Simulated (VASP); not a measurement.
Here is a VASP 6.6.1 calculation.

INCAR

```
SYSTEM = I
PREC     = Accurate       ! precision mode
ENCUT    = 500            ! plane-wave cutoff, eV
EDIFF    = 1E-6           ! SCF threshold, eV
ISMEAR   = -1             ! smearing method
SIGMA    = 0.05           ! smearing width, eV
LREAL    = .FALSE.        ! projectors in reciprocal space
LASPH    = .TRUE.         ! aspherical terms in the spheres
NELM     = 120            ! most SCF steps
ALGO     = Normal         ! electronic algorithm
ISIF     = 2              ! what is computed and relaxed
LWAVE    = .FALSE.        ! write WAVECAR
LCHARG   = .TRUE.         ! write CHGCAR
GGA      = PE             ! functional
LELF     = .TRUE.         ! ELF
LVHAR    = .TRUE.       
NBANDS   = 10             ! bands
GGA_COMPAT= .FALSE.
```

File KPOINTS:

```
Automatic mesh
0
G
  16 16 16
  0 0 0
```

File POSCAR:

```
I
1.0
    0.0000000000      2.0382581620      2.0382581620
    2.0382581620      0.0000000000      2.0382581620
    2.0382581620      2.0382581620      0.0000000000
I
1
Direct
    0.0000000000      0.0000000000      0.0000000000
```

Potentials or basis: VASP PAW PBE potentials, release 64 (I).

Command:

```bash
$ cat potpaw_PBE.64/I/POTCAR > POTCAR
$ mpirun -np 1 vasp_std > vasp.out
```

(1) What does it give for the band gap on the k mesh?

(2) Predict the pressure.

Answers

(1) zero (an odd number of electrons rules out a gap without spin polarisation).

(2) 109.6 GPa.

Caveat: the cell stands under pressure; spin-orbit coupling is left out, which moves the levels of the heavy elements; an odd number of electrons without spin polarisation forces a metal; a magnetic or distorted state may lie lower.
